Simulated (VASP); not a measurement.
A run of VASP 6.6.1 is set up as follows.

INCAR

```
SYSTEM = TaN
PREC = Accurate
ENCUT = 600
EDIFF = 1E-6
ISMEAR = 0
SIGMA = 0.15
LREAL = .FALSE.
LASPH = .TRUE.
NELM = 120
ALGO = Normal
ISIF = 2
LWAVE = .FALSE.
LCHARG = .TRUE.
LELF = .TRUE.
LVHAR = .TRUE.
NBANDS = 16
GGA_COMPAT = .FALSE.
```

File KPOINTS:

```
Automatic mesh
0
G
  18 18 18
  0 0 0
```

POSCAR

```
TaN
1.0
    0.0000000000      2.1790000000      2.1790000000
    2.1790000000      0.0000000000      2.1790000000
    2.1790000000      2.1790000000      0.0000000000
Ta N
1 1
Direct
    0.5000000000      0.5000000000      0.5000000000
    0.0000000000      0.0000000000      0.0000000000
```

Potentials or basis: VASP PAW LDA potentials, release 64 (Ta_sv_GW, N).

The run is started by

```console
$ cat potpaw_LDA.64/Ta_sv_GW/POTCAR potpaw_LDA.64/N/POTCAR > POTCAR
$ mpirun -np 1 vasp_std > vasp.out
```

Estimate the pressure.

-1.3 GPa.

What does it give for the band gap on the k mesh?

Zero (band 9 reaches 15.88 eV, above the bottom of band 10 at 11.71 eV).

Caveat: spin-orbit coupling is left out, which moves the levels of the heavy elements.
